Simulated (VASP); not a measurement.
# H3C2 (C2/m) in VASP: further runs, part 2 of 3

VASP 6.6.1. Earlier steps stand in the parts before.

### Step 3. Single point, PBE+D3(BJ) (8.48 Å³/atom)

This run uses another cell than the first one, of 8.48 Å³/atom.

INCAR

```
SYSTEM = H3C2
PREC = Accurate
ENCUT = 520
EDIFF = 1E-6
ISMEAR = 0
SIGMA = 0.02
LREAL = .FALSE.
LASPH = .TRUE.
NELM = 60
ALGO = Normal
ISIF = 2
LWAVE = .FALSE.
LCHARG = .TRUE.
GGA = PE
IVDW = 12
LELF = .TRUE.
LVHAR = .TRUE.
NBANDS = 22
```

KPOINTS

```
Automatic mesh
0
G
  6 6 6
  0 0 0
```

POSCAR

```
H3C2
1.0
    3.4296287067     -3.1109967559      0.0725672554
    3.4296287067      3.1109967559      0.0725672554
   -0.6638060158      0.0000000000      3.9600444235
H C
6 4
Direct
    0.2673475589      0.2673475589      0.5485096406
    0.7326524411      0.7326524411      0.4514903594
    0.2180898959      0.5037429784      0.2228208055
    0.4962570216      0.7819101041      0.7771791945
    0.7819101041      0.4962570216      0.7771791945
    0.5037429784      0.2180898959      0.2228208055
    0.0813256110      0.0813256110      0.0830956360
    0.9186743890      0.9186743890      0.9169043640
    0.2768395446      0.2768395446      0.2780923086
    0.7231604554      0.7231604554      0.7219076914
```

Potentials or basis: VASP PAW PBE potentials, release 64 (H, C).

Command:

```bash
> cat potpaw_PBE.64/H/POTCAR potpaw_PBE.64/C/POTCAR > POTCAR
> mpirun -np 1 vasp_std > vasp.out
```

OUTCAR:

```text
SYSTEM = H3C2
   PREC = Accurate
   ENCUT = 520
   EDIFF = 1E-6
   ISMEAR = 0
   LREAL = .FALSE.
   LASPH = .TRUE.
   NELM = 60
   ISIF = 2
   GGA = PE
   IVDW = 12
 IVDW          = 12

 ion  position               nearest neighbor table
   1  0.267  0.267  0.549-   9 1.10
   2  0.733  0.733  0.451-  10 1.10
   3  0.218  0.504  0.223-   9 1.10
   4  0.496  0.782  0.777-  10 1.10
   5  0.782  0.496  0.777-  10 1.10
   6  0.504  0.218  0.223-   9 1.10
   7  0.081  0.081  0.083-   8 1.21   9 1.45
   8  0.919  0.919  0.917-   7 1.21  10 1.45
[... 826 lines left out ...]
  in kB       9.18964     7.76546     7.66392     0.00000     0.00000     0.10094
  external pressure =        8.21 kB  Pullay stress =        0.00 kB

 VOLUME and BASIS-vectors are now :
 -----------------------------------------------------------------------------
  energy-cutoff  :      520.00
  volume of cell :       84.80
      direct lattice vectors                 reciprocal lattice vectors
     3.429628707 -3.110996756  0.072567255     0.145273124 -0.160720193  0.024351538
     3.429628707  3.110996756  0.072567255     0.145273124  0.160720193  0.024351538
    -0.663806016  0.000000000  3.960044423    -0.005324219  0.000000000  0.251629943

 POSITION                                       TOTAL-FORCE (eV/Angst)
 -----------------------------------------------------------------------------------
      1.46970      0.00000      2.21092        -0.007195      0.000000      0.025750
      4.72575      0.00000      1.89426         0.007195      0.000000     -0.025750
      2.32771      0.88867      0.93476         0.011764      0.016060     -0.003861
      3.86774      0.88867      3.17042        -0.011764      0.016060      0.003861
      3.86774     -0.88867      3.17042        -0.011764     -0.016060      0.003861
      2.32771     -0.88867      0.93476         0.011764     -0.016060     -0.003861
      0.50267      0.00000      0.34087         0.054007      0.000000      0.042017
      5.69278      0.00000      3.76431        -0.054007      0.000000     -0.042017
      1.71431      0.00000      1.14144        -0.008467      0.000000     -0.013909
      4.48114      0.00000      2.96374         0.008467      0.000000      0.013909
 -----------------------------------------------------------------------------------
    total drift:                               -0.000000      0.000000      0.000000

  FREE ENERGIE OF THE ION-ELECTRON SYSTEM (eV)
  ---------------------------------------------------
  free  energy   TOTEN  =       -57.2796923620 eV

  energy  without entropy=      -57.2796923620  energy(sigma->0) =      -57.27969236
```

OSZICAR:

```text
N       E                     dE             d eps       ncg     rms          rms(c)
DAV:   1     0.393645756965E+02    0.39365E+02   -0.95947E+03  2992   0.849E+02
DAV:   2    -0.567835515135E+02   -0.96148E+02   -0.92243E+02  3688   0.174E+02
DAV:   3    -0.626956118644E+02   -0.59121E+01   -0.58748E+01  3848   0.403E+01
DAV:   4    -0.627627641587E+02   -0.67152E-01   -0.67124E-01  3582   0.510E+00
DAV:   5    -0.627635375992E+02   -0.77344E-03   -0.77342E-03  3984   0.521E-01    0.129E+01
DAV:   6    -0.574959806013E+02    0.52676E+01   -0.59547E+00  3570   0.130E+01    0.659E+00
DAV:   7    -0.566613958329E+02    0.83458E+00   -0.26485E+00  3796   0.863E+00    0.305E+00
DAV:   8    -0.566217385045E+02    0.39657E-01   -0.19997E-01  3450   0.245E+00    0.419E-01
DAV:   9    -0.566189088076E+02    0.28297E-02   -0.25682E-02  3560   0.886E-01    0.182E-01
DAV:  10    -0.566202006227E+02   -0.12918E-02   -0.31649E-03  3334   0.341E-01    0.684E-02
DAV:  11    -0.566204819381E+02   -0.28132E-03   -0.41193E-04  3642   0.142E-01    0.612E-02
DAV:  12    -0.566204734748E+02    0.84633E-05   -0.17927E-04  3602   0.713E-02    0.126E-02
DAV:  13    -0.566204817918E+02   -0.83171E-05   -0.21802E-05  3196   0.307E-02    0.405E-03
DAV:  14    -0.566204818946E+02   -0.10273E-06   -0.13636E-06  3428   0.822E-03
   1 F= -.57279692E+02 E0= -.57279692E+02  d E =-.303171E-18
```

It took 2.5 min on 1 thread of Oxide Virtual Turin-like, shared host; peak memory 0.21 GiB.

Results:

| Quantity | Value |
| --- | --- |
| Free energy | -57.2797 eV |
| Pressure | 0.8 GPa |
| Largest force | 0.068 eV/Å |
| Band gap on the k mesh | 4.63 eV (least direct gap 4.79 eV) |
| Dispersion energy per atom | -0.066 eV |

Forces on the atoms (eV/Å):
```
H   -0.007  0.000  0.026
H    0.007  0.000 -0.026
H    0.012  0.016 -0.004
H   -0.012  0.016  0.004
H   -0.012 -0.016  0.004
H    0.012 -0.016 -0.004
C    0.054  0.000  0.042
C   -0.054  0.000 -0.042
C   -0.008  0.000 -0.014
C    0.008  0.000  0.014
```

Stress tensor (GPa, compression positive):
```
0.92 0.00 0.01
0.00 0.78 0.00
0.01 0.00 0.77
```

Levels at points of the mesh, in eV from the valence-band top:
| k point | band 9 | band 10 | band 11 | band 12 | band 13 | band 14 |
| --- | --- | --- | --- | --- | --- | --- |
| (0.00, 0.00, 0.00) | -4.31 | -1.82 | -1.37 | 4.79 | 5.38 | 6.34 |
| (0.50, 0.00, 0.00) | -4.44 | -1.33 | -0.42 | 4.67 | 5.38 | 6.71 |
| (0.50, 0.50, 0.00) | -3.99 | -0.84 | -0.08 | 4.71 | 5.86 | 7.16 |
| (0.00, 0.00, 0.50) | -4.55 | -1.50 | -0.75 | 5.11 | 5.88 | 7.35 |
| (0.50, 0.00, 0.50) | -4.23 | -1.38 | -0.26 | 5.38 | 6.43 | 7.41 |
| (0.50, 0.50, 0.50) | -4.77 | -0.28 | 0.00 | 6.00 | 6.12 | 8.18 |

### Step 4. Single point, PBE+D3(BJ) (8.76 Å³/atom)

This run uses another cell than the first one, of 8.76 Å³/atom.

INCAR

```
PREC = Accurate
ENCUT = 520
EDIFF = 1E-7
ISMEAR = 0
SIGMA = 0.02
LREAL = F
LASPH = T
NELM = 80
ALGO = Normal
ISIF = 2
LWAVE = F
LCHARG = F
GGA = PE
IVDW = 12
NBANDS = 22
```

KPOINTS

```
regular mesh
0
Gamma
  6 6 6
```

POSCAR

```
H3C2
1.0
    3.4102702078     -3.1485297874      0.0867181675
    3.4102702078      3.1485297874      0.0867181675
   -0.6458932525      0.0000000000      4.0627684623
H C
6 4
Direct
    0.2615159441      0.2615159441      0.5382748837
    0.7384840559      0.7384840559      0.4617251163
    0.2192911585      0.5016627136      0.2229402094
    0.4983372864      0.7807088415      0.7770597906
    0.7807088415      0.4983372864      0.7770597906
    0.5016627136      0.2192911585      0.2229402094
    0.0808781260      0.0808781260      0.0818756802
    0.9191218740      0.9191218740      0.9181243198
    0.2750938967      0.2750938967      0.2752818601
    0.7249061033      0.7249061033      0.7247181399
```

Potentials or basis: VASP PAW PBE potentials, release 64 (H, C).

Command:

```bash
> cat potpaw_PBE.64/H/POTCAR potpaw_PBE.64/C/POTCAR > POTCAR
> mpirun -np 1 vasp_std > vasp.out
```

OUTCAR:

```text
PREC = Accurate
   ENCUT = 520
   EDIFF = 1E-7
   ISMEAR = 0
   LREAL = F
   LASPH = T
   NELM = 80
   ISIF = 2
   GGA = PE
   IVDW = 12
 IVDW          = 12

 ion  position               nearest neighbor table
   1  0.262  0.262  0.538-   9 1.10
   2  0.738  0.738  0.462-  10 1.10
   3  0.219  0.502  0.223-   9 1.10
   4  0.498  0.781  0.777-  10 1.10
   5  0.781  0.498  0.777-  10 1.10
   6  0.502  0.219  0.223-   9 1.10
   7  0.081  0.081  0.082-   8 1.21   9 1.45
   8  0.919  0.919  0.918-   7 1.21  10 1.45
   9  0.275  0.275  0.275-   1 1.10   3 1.10   6 1.10   7 1.45
  10  0.725  0.725  0.725-   2 1.10   4 1.10   5 1.10   8 1.45

  LATTYP: Found a base centered monoclinic cell.
 ALAT       =     6.8227451750
 B/A-ratio  =     0.9229510136
 C/A-ratio  =     0.6029522709
 COS(beta)  =    -0.1318510952

  Lattice vectors:

 A1 = (   3.4102702078,  -3.1485297874,   0.0867181675)
 A2 = (   3.4102702078,   3.1485297874,   0.0867181675)
 A3 = (  -0.6458932525,   0.0000000000,   4.0627684623)

Analysis of symmetry for initial positions (statically):
=====================================================================
 Subroutine PRICEL returns:
 Original cell was already a primitive cell.

 Routine SETGRP: Setting up the symmetry group for a
 base centered monoclinic supercell.

 Subroutine GETGRP returns: Found  4 space group operations
 (whereof  4 operations were pure point group operations)
 out of a pool of  4 trial point group operations.

The static configuration has the point symmetry C_2h.

Analysis of symmetry for dynamics (positions and initial velocities):
=====================================================================
 Subroutine PRICEL returns:
 Original cell was already a primitive cell.

 Routine SETGRP: Setting up the symmetry group for a
 base centered monoclinic supercell.

 Subroutine GETGRP returns: Found  4 space group operations
 (whereof  4 operations were pure point group operations)
 out of a pool of  4 trial point group operations.

The dynamic configuration has the point symmetry C_2h.

 Subroutine INISYM returns: Found  4 space group operations
 (whereof  4 operations are pure point group operations),
 and found     1 'primitive' translations

----------------------------------------------------------------------------------------

                                     Primitive cell

  volume of cell :      87.5993

  direct lattice vectors                    reciprocal lattice vectors
     3.410270208 -3.148529787  0.086718167     0.146025626 -0.158804278  0.023214950
     3.410270208  3.148529787  0.086718167     0.146025626  0.158804278  0.023214950
    -0.645893252  0.000000000  4.062768462    -0.006233717  0.000000000  0.245146553

  length of vectors
     4.642273447  4.642273447  4.113789697     0.216982064  0.216982064  0.245225797

  position of ions in fractional coordinates (direct lattice)
     0.261515944  0.261515944  0.538274884
     0.738484056  0.738484056  0.461725116
     0.219291158  0.501662714  0.222940209
     0.498337286  0.780708842  0.777059791
     0.780708842  0.498337286  0.777059791
[... 52 lines left out ...]
  0.333333  0.166667 -0.000000      4.000000
[... 16 lines left out ...]
 -0.333333  0.166667  0.166667      4.000000
 -0.166667  0.166667  0.166667      4.000000
 [... further k-points ...]
   k-points           NKPTS =     68   k-points in BZ     NKDIM =     68   number of bands    NBANDS=     22
   number of dos      NEDOS =    301   number of ions     NIONS =     10
   total plane-waves  NPLWV =  41472
   dimension x,y,z NGX =    36 NGY =   36 NGZ =   32
   dimension x,y,z NGXF=    72 NGYF=   72 NGZF=   64
   ions per type =               6   4
   NGX,Y,Z   is equivalent  to a cutoff of  12.89, 12.89, 12.93 a.u.
   NGXF,Y,Z  is equivalent  to a cutoff of  25.78, 25.78, 25.86 a.u.
 SYSTEM =  unknown system
   PREC   = accura    normal or accurate (medium, high low for compatibility)
   ISTART =      0    job   : 0-new  1-cont  2-samecut
   ICHARG =      2    charge: 1-file 2-atom 10-const
   ISPIN  =      1    spin polarized calculation?
   LNONCOLLINEAR =      F non collinear calculations
   LSORBIT =      F    spin-orbit coupling
   LASPH  =      T    aspherical Exc in radial PAW
   ENCUT  =  520.0 eV  38.22 Ry    6.18 a.u.   8.63  8.63  7.65*2*pi/ulx,y,z
   NELM   =     80;   NELMIN=  2; NELMDL= -5     # of ELM steps
   EDIFF  = 0.1E-06   stopping-criterion for ELM
   LREAL  =      F    real-space projection
   EDIFFG = 0.1E-05   stopping-criterion for IOM
   NSW    =      0    number of steps for IOM
   IBRION =     -1    ionic relax: 0-MD 1-quasi-New 2-CG
   NFREE  =      0    steps in history (QN), initial steepest desc. (CG)
   ISIF   =      2    stress and relaxation
   ISYM   =      2    0-nonsym 1-usesym 2-fastsym
   POTIM  = 0.5000    time-step for ionic-motion
   TEBEG  =    0.0;   TEEND  =   0.0 temperature during run
   PSTRESS=    0.0 pullay stress
   NELECT =      22.0000    total number of electrons
   NUPDOWN=      -1.0000    fix difference up-down
   EMIN   =  10.00;   EMAX   =-10.00  energy-range for DOS
   EFERMI =   0.00;   METHOD = LEGACY
   ISMEAR =     0;   SIGMA  =   0.02  broadening in eV -4-tet -1-fermi 0-gaus
   EFERMI_NEDOS =   21; number of points for ismear=-14 and -15
   IALGO  =     38    algorithm
   IMIX   =      4    mixing-type and parameters
     AMIX     =   0.40;   BMIX     =  1.00
     AMIX_MAG =   1.60;   BMIX_MAG =  1.00
  volume/ion in A,a.u.               =       8.76        59.11
  Fermi-wavevector in a.u.,A,eV,Ry     =   1.032877  1.951855 14.515182  1.066836
  Thomas-Fermi vector in A             =   2.167097
   LORBIT       =      0    0 simple, 1 ext, 2 COOP (PROOUT), +10 PAW based schemes
   GGA     = PE    functional components
   LHFCALC =     F    Hartree Fock is set to
   AEXX    =    0.0000 exact exchange contribution
   IVDW    =    12    specifies the selected vdW correction
   LEPSILON=     F    determine dielectric tensor
   LRPA    =     F    only Hartree local field effects (RPA)
 non-spin polarized calculation
 Gauss-broadening in eV      SIGMA  =   0.02
  energy-cutoff  :      520.00
  volume of cell :       87.60
 maximum number of plane-waves:      2382
 NGX is ok and might be reduce to    36
   NGX = 17   NGY = 17   NGZ = 15

 number of electron      22.0000001 magnetization

 Free energy of the ion-electron system (eV)
  ---------------------------------------------------
  ext. energy  EPLUGINS =         0.00000000
  ---------------------------------------------------
  free energy    TOTEN  =       -56.65662234 eV

  energy without entropy =      -56.65662234  energy(sigma->0) =      -56.65662234

 E-fermi :  -0.9476     XC(G=0):  -7.8792

 val. band max:       -1.0409080609   @ k =   0.5000   0.5000   0.5000
 cond. band min:       3.6544002926   @ k =   0.3333   0.3333  -0.0000
 fundamental gap:      4.6953083535
 Fermi energy:        -0.9476370973

 k-point     1 :       0.0000    0.0000    0.0000
  band No.  band energies     occupation
      1     -15.4738      2.00000
      2     -13.8239      2.00000
      3     -12.1170      2.00000
      4      -7.0655      2.00000
      5      -6.4791      2.00000
      6      -6.0693      2.00000
[... 589 lines left out ...]
     21      10.3783      0.00000
     22      10.7251      0.00000

 [... further k-points ...]

------------------------ aborting loop because EDIFF is reached ----------------------------------------

 Edisp (eV)   -0.63447

 E8    (eV) :    -0.1517

  FORCE on cell =-STRESS in cart. coord.  units (eV):
  Direction    XX          YY          ZZ          XY          YZ          ZX
  --------------------------------------------------------------------------------------
  -------------------------------------------------------------------------------------
  Total       0.32377     0.24371     0.25490     0.00000     0.00000     0.04347
  in kB       5.92177     4.45747     4.66201     0.00000     0.00000     0.79513
  external pressure =        5.01 kB  Pullay stress =        0.00 kB

 VOLUME and BASIS-vectors are now :
 -----------------------------------------------------------------------------
  energy-cutoff  :      520.00
  volume of cell :       87.60
      direct lattice vectors                 reciprocal lattice vectors
     3.410270208 -3.148529787  0.086718167     0.146025626 -0.158804278  0.023214950
     3.410270208  3.148529787  0.086718167     0.146025626  0.158804278  0.023214950
    -0.645893252  0.000000000  4.062768462    -0.006233717  0.000000000  0.245146553

 POSITION                                       TOTAL-FORCE (eV/Angst)
 -----------------------------------------------------------------------------------
      1.43601      0.00000      2.23224        -0.000180      0.000000      0.018168
      4.73864      0.00000      2.00396         0.000180      0.000000     -0.018168
      2.31465      0.88906      0.96827         0.010896      0.013642     -0.002510
      3.86000      0.88906      3.26793        -0.010896      0.013642      0.002510
      3.86000     -0.88906      3.26793        -0.010896     -0.013642      0.002510
      2.31465     -0.88906      0.96827         0.010896     -0.013642     -0.002510
      0.49875      0.00000      0.34667         0.052287      0.000000      0.037256
      5.67590      0.00000      3.88954        -0.052287      0.000000     -0.037256
      1.69849      0.00000      1.16612        -0.007778      0.000000     -0.001073
      4.47616      0.00000      3.07009         0.007778      0.000000      0.001073
 -----------------------------------------------------------------------------------
    total drift:                                0.000000     -0.000000     -0.000000

  FREE ENERGIE OF THE ION-ELECTRON SYSTEM (eV)
  ---------------------------------------------------
  free  energy   TOTEN  =       -57.2910905665 eV

  energy  without entropy=      -57.2910905665  energy(sigma->0) =      -57.29109057
```

Run time: 2.6 min. Hardware: 1 thread of Oxide Virtual Turin-like, shared host; peak memory 0.22 GiB.

Results:

* Free energy: -57.2911 eV
* Pressure: 0.5 GPa
* Largest force: 0.064 eV/Å
* Band gap on the k mesh: 4.70 eV (least direct gap 4.87 eV)
* Dispersion energy per atom: -0.063 eV

Forces in eV/Å, atoms in the order of the input:
```
H    0.000  0.000  0.018
H    0.000  0.000 -0.018
H    0.011  0.014 -0.003
H   -0.011  0.014  0.003
H   -0.011 -0.014  0.003
H    0.011 -0.014 -0.003
C    0.052  0.000  0.037
C   -0.052  0.000 -0.037
C   -0.008  0.000 -0.001
C    0.008  0.000  0.001
```

A k mesh can miss the band edges.

[end of part 2 of 3]
